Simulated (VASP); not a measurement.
# Ga in VASP: further runs

The runs below take Ga through single point, with PBE.

Program: VASP 6.6.1. These are calculated values, not measurements. Logs are shortened: lines on timing, memory, paths and dates and some standing lists are left out, and cuts for length are marked.

**1. The cell of the first run**

Symmetry: C2/m, No. 12, monoclinic system. Conventional cell: a = 4.032 Å, b = 3.912 Å, c = 2.942 Å, α = 90.00°, β = 130.79°, γ = 90.00°. Within 3.7 Å of Ga (site symmetry 2/m) lie 12 Ga at 2.81 to 3.07 Å.

**2. Single point, PBE (equal xy, yz and zx shear strains of +3 %)**

The input, INCAR:

```
PREC = Accurate
ENCUT = 520
EDIFF = 1E-7
ISMEAR = -1
SIGMA = 0.05
LREAL = False
LASPH = True
NELM = 100
ALGO = Normal
ISIF = 2
LWAVE = False
LCHARG = False
GGA = PE
NBANDS = 12
```

The input, KPOINTS:

```
regular mesh
0
Gamma
  14 14 16
```

The input, POSCAR:

```
Ga
1.0
   -1.3495050000      1.4163750000      2.2290000000
    1.4163750000     -1.3495050000      2.2290000000
    1.3916250000      1.3916250000     -2.1868800000
Ga
1
Direct
    0.0000000000      0.0000000000      0.0000000000
```

Potentials or basis: VASP PAW PBE potentials, release 64 (Ga_d).

Started as:

```
$ cat potpaw_PBE.64/Ga_d/POTCAR > POTCAR
$ mpirun -np 1 vasp_std > vasp.out
```

OUTCAR:

```text
PREC = Accurate
   ENCUT = 520
   EDIFF = 1E-7
   ISMEAR = -1
   LREAL = False
   LASPH = True
   NELM = 100
   ISIF = 2
   GGA = PE

 ion  position               nearest neighbor table
   1  0.000  0.000  0.000-

  Warning from LATTYP: Got some problem with cell dimensions!
  Tried to take original basis but could not verify dimensions!
  LATTYP: Found a base centered monoclinic cell.
 ALAT       =     4.0315585580
 B/A-ratio  =     0.9702314754
 C/A-ratio  =     0.7297561012
 COS(beta)  =    -0.6532612239

  Lattice vectors:

 A1 = (  -0.0421200000,  -2.8080000000,  -0.0421200000)
 A2 = (  -2.8080000000,  -0.0421200000,  -0.0421200000)
 A3 = (   1.3916250000,   1.3916250000,  -2.1868800000)

Analysis of symmetry for initial positions (statically):
=====================================================================
 Subroutine PRICEL returns:
 Original cell was already a primitive cell.

 Routine SETGRP: Setting up the symmetry group for a
 base centered monoclinic supercell.

 Subroutine GETGRP returns: Found  4 space group operations
 (whereof  4 operations were pure point group operations)
 out of a pool of  4 trial point group operations.

The static configuration has the point symmetry C_2h.

Analysis of symmetry for dynamics (positions and initial velocities):
=====================================================================
 Subroutine PRICEL returns:
 Original cell was already a primitive cell.

 Routine SETGRP: Setting up the symmetry group for a
 base centered monoclinic supercell.

 Subroutine GETGRP returns: Found  4 space group operations
 (whereof  4 operations were pure point group operations)
 out of a pool of  4 trial point group operations.

The dynamic configuration has the point symmetry C_2h.

 Subroutine INISYM returns: Found  4 space group operations
 (whereof  4 operations are pure point group operations),
 and found     1 'primitive' translations

----------------------------------------------------------------------------------------

                                     Primitive cell

  volume of cell :      17.5636

  direct lattice vectors                    reciprocal lattice vectors
    -1.349505000  1.416375000  2.229000000    -0.008581753  0.352966832  0.219150061
     1.416375000 -1.349505000  2.229000000     0.352966832 -0.008581753  0.219150061
     1.391625000  1.391625000 -2.186880000     0.351018044  0.351018044 -0.010530541

  length of vectors
     2.965758400  2.965758400  2.942054455     0.415555026  0.415555026  0.496526159

  position of ions in fractional coordinates (direct lattice)
     0.000000000  0.000000000  0.000000000

  ion indices of the primitive-cell ions
   primitive index   ion index
                 1           1

----------------------------------------------------------------------------------------

 KPOINTS: regular mesh

Automatic generation of k-mesh.
 Grid dimensions read from file:
 generate k-points for:   14   14   16

 Generating k-lattice:

  Cartesian coordinates                     Fractional coordinates (reciprocal lattice)
    -0.000612982  0.025211917  0.015653576     0.071428571  0.000000000 -0.000000000
     0.025211917 -0.000612982  0.015653576     0.000000000  0.071428571 -0.000000000
     0.021938628  0.021938628 -0.000658159    -0.000000000 -0.000000000  0.062500000

  Length of vectors
     0.029682502  0.029682502  0.031032885

  Shift w.r.t. Gamma in fractional coordinates (k-lattice)
     0.000000000  0.000000000  0.000000000

 Subroutine IBZKPT returns following result:
 ===========================================

 Found    849 irreducible k-points:

 Following reciprocal coordinates:
            Coordinates               Weight
  0.000000  0.000000  0.000000      1.000000
  0.071429  0.000000 -0.000000      4.000000
  0.142857 -0.000000  0.000000      4.000000
  0.214286 -0.000000  0.000000      4.000000
  0.285714 -0.000000  0.000000      4.000000
  0.357143 -0.000000  0.000000      4.000000
[... 16 lines left out ...]
  0.214286  0.142857 -0.000000      4.000000
  0.285714  0.142857 -0.000000      4.000000
 [... further k-points ...]
   k-points           NKPTS =    849   k-points in BZ     NKDIM =    849   number of bands    NBANDS=     12
   number of dos      NEDOS =    301   number of ions     NIONS =      1
   total plane-waves  NPLWV =  13824
   dimension x,y,z NGX =    24 NGY =   24 NGZ =   24
   dimension x,y,z NGXF=    48 NGYF=   48 NGZF=   48
   ions per type =               1
   NGX,Y,Z   is equivalent  to a cutoff of  13.45, 13.45, 13.56 a.u.
   NGXF,Y,Z  is equivalent  to a cutoff of  26.91, 26.91, 27.12 a.u.
 SYSTEM =  unknown system
   PREC   = accura    normal or accurate (medium, high low for compatibility)
   ISTART =      0    job   : 0-new  1-cont  2-samecut
   ICHARG =      2    charge: 1-file 2-atom 10-const
   ISPIN  =      1    spin polarized calculation?
   LNONCOLLINEAR =      F non collinear calculations
   LSORBIT =      F    spin-orbit coupling
   LASPH  =      T    aspherical Exc in radial PAW
   ENCUT  =  520.0 eV  38.22 Ry    6.18 a.u.   5.51  5.51  5.47*2*pi/ulx,y,z
   NELM   =    100;   NELMIN=  2; NELMDL= -5     # of ELM steps
   EDIFF  = 0.1E-06   stopping-criterion for ELM
   LREAL  =      F    real-space projection
   EDIFFG = 0.1E-05   stopping-criterion for IOM
   NSW    =      0    number of steps for IOM
   IBRION =     -1    ionic relax: 0-MD 1-quasi-New 2-CG
   NFREE  =      0    steps in history (QN), initial steepest desc. (CG)
   ISIF   =      2    stress and relaxation
   ISYM   =      2    0-nonsym 1-usesym 2-fastsym
   POTIM  = 0.5000    time-step for ionic-motion
   TEBEG  =    0.0;   TEEND  =   0.0 temperature during run
   PSTRESS=    0.0 pullay stress
   NELECT =      13.0000    total number of electrons
   NUPDOWN=      -1.0000    fix difference up-down
   EMIN   =  10.00;   EMAX   =-10.00  energy-range for DOS
   EFERMI =   0.00;   METHOD = LEGACY
   ISMEAR =    -1;   SIGMA  =   0.05  broadening in eV -4-tet -1-fermi 0-gaus
   EFERMI_NEDOS =   21; number of points for ismear=-14 and -15
   IALGO  =     38    algorithm
   IMIX   =      4    mixing-type and parameters
     AMIX     =   0.40;   BMIX     =  1.00
     AMIX_MAG =   1.60;   BMIX_MAG =  1.00
  volume/ion in A,a.u.               =      17.56       118.53
  Fermi-wavevector in a.u.,A,eV,Ry     =   1.480873  2.798445 29.837390  2.192986
  Thomas-Fermi vector in A             =   2.594854
   LORBIT       =      0    0 simple, 1 ext, 2 COOP (PROOUT), +10 PAW based schemes
   GGA     = PE    functional components
   LHFCALC =     F    Hartree Fock is set to
   AEXX    =    0.0000 exact exchange contribution
   IVDW    =     0    specifies the selected vdW correction
   LEPSILON=     F    determine dielectric tensor
   LRPA    =     F    only Hartree local field effects (RPA)
 non-spin polarized calculation
  energy-cutoff  :      520.00
  volume of cell :       17.56
 maximum number of plane-waves:       486
 NGX is ok and might be reduce to    24
   NGX = 11   NGY = 11   NGZ = 11

 number of electron      13.0000003 magnetization

 Free energy of the ion-electron system (eV)
  ---------------------------------------------------
  ext. energy  EPLUGINS =         0.00000000
  ---------------------------------------------------
  free energy    TOTEN  =        -2.87094812 eV

  energy without entropy =       -2.86789540  energy(sigma->0) =       -2.86942176

 E-fermi :   6.2586     XC(G=0): -11.3801

 val. band max:        6.2575631535   @ k =   0.4286   0.1429   0.1875
 cond. band min:       6.2588078924   @ k =   0.2857   0.2857   0.3125
 fundamental gap:      0.0012447389
 Fermi energy:         6.2586431389

 k-point     1 :       0.0000    0.0000    0.0000
  band No.  band energies     occupation
      1      -8.8275      2.00000
      2      -8.7024      2.00000
      3      -8.6937      2.00000
      4      -8.6626      2.00000
      5      -8.5290      2.00000
      6      -5.3666      2.00000
      7      18.7757      0.00000
      8      19.0996      0.00000
      9      19.9074      0.00000
     10      22.2925      0.00000
     11      22.8307      0.00000
     12      23.3040      0.00000

 k-point     2 :       0.0714    0.0000   -0.0000
  band No.  band energies     occupation
      1      -8.8205      2.00000
      2      -8.7026      2.00000
      3      -8.6916      2.00000
      4      -8.6589      2.00000
      5      -8.5325      2.00000
      6      -5.2312      2.00000
      7      17.0835      0.00000
      8      18.8013      0.00000
      9      19.4905      0.00000
     10      21.9907      0.00000
     11      23.1185      0.00000
     12      24.0108      0.00000

 k-point     3 :       0.1429   -0.0000    0.0000
  band No.  band energies     occupation
      1      -8.8055      2.00000
      2      -8.7161      2.00000
      3      -8.6768      2.00000
      4      -8.6429      2.00000
      5      -8.5406      2.00000
      6      -4.8220      2.00000
      7      14.1243      0.00000
      8      18.2652      0.00000
      9      18.8494      0.00000
     10      21.6322      0.00000
     11      22.7868      0.00000
     12      24.3590      0.00000
[... 286 lines left out ...]
 k-point    23 :       0.2143    0.1429   -0.0000
  band No.  band energies     occupation
      1      -8.7725      2.00000
      2      -8.7278      2.00000
      3      -8.6555      2.00000
      4      -8.6129      2.00000
      5      -8.5496      2.00000
      6      -3.1812      2.00000
      7      10.2776      0.00000
      8      13.0006      0.00000
      9      16.8013      0.00000
     10      21.5206      0.00000
     11      22.9103      0.00000
     12      24.5980      0.00000

 k-point    24 :       0.2857    0.1429   -0.0000
  band No.  band energies     occupation
      1      -8.7744      2.00000
      2      -8.7412      2.00000
      3      -8.6625      2.00000
      4      -8.5612      2.00000
      5      -8.5526      2.00000
      6      -2.0803      2.00000
      7       7.6259      0.00000
      8      13.0965      0.00000
      9      15.8532      0.00000
     10      20.4295      0.00000
     11      22.3843      0.00000
     12      25.0361      0.00000

 [... further k-points ...]

------------------------ aborting loop because EDIFF is reached ----------------------------------------

  FORCE on cell =-STRESS in cart. coord.  units (eV):
  Direction    XX          YY          ZZ          XY          YZ          ZX
  --------------------------------------------------------------------------------------
  -------------------------------------------------------------------------------------
  Total        0.5144967      0.5144967      0.4148739     -0.0039176     -0.0609610     -0.0609609
  in kB       46.9331011     46.9331011     37.8453686     -0.3573699     -5.5609418     -5.5609416
  external PRESSURE =      43.9038570 kB  Pullay stress =       0.0000000 kB

 VOLUME and BASIS-vectors are now :
 -----------------------------------------------------------------------------
  energy-cutoff  :      520.00
  volume of cell :       17.56
      direct lattice vectors                 reciprocal lattice vectors
    -1.349505000  1.416375000  2.229000000    -0.008581753  0.352966832  0.219150061
     1.416375000 -1.349505000  2.229000000     0.352966832 -0.008581753  0.219150061
     1.391625000  1.391625000 -2.186880000     0.351018044  0.351018044 -0.010530541

 POSITION                                       TOTAL-FORCE (eV/Angst)
 -----------------------------------------------------------------------------------
      0.00000      0.00000      0.00000         0.000000     -0.000000      0.000000
 -----------------------------------------------------------------------------------
    total drift:                               -0.000000      0.000000     -0.000000

  FREE ENERGIE OF THE ION-ELECTRON SYSTEM (eV)
  ---------------------------------------------------
  free  energy   TOTEN  =        -2.8709481222 eV

  energy  without entropy=       -2.8678954035  energy(sigma->0) =       -2.86942176
```

Wall time 45 s (1 thread of Intel Xeon 6975P-C (Granite Rapids), shared host); peak memory 0.28 GiB.

Results:

* Free energy: -2.8709 eV
* Pressure: 4.4 GPa
* Band gap on the k mesh: zero (an odd number of electrons rules out a gap without spin polarisation)

Caveat: the cell differs from its parent crystal (equal xy, yz and zx shear strains of +3 %); the cell stands under pressure.

[end of part 1 of 2]
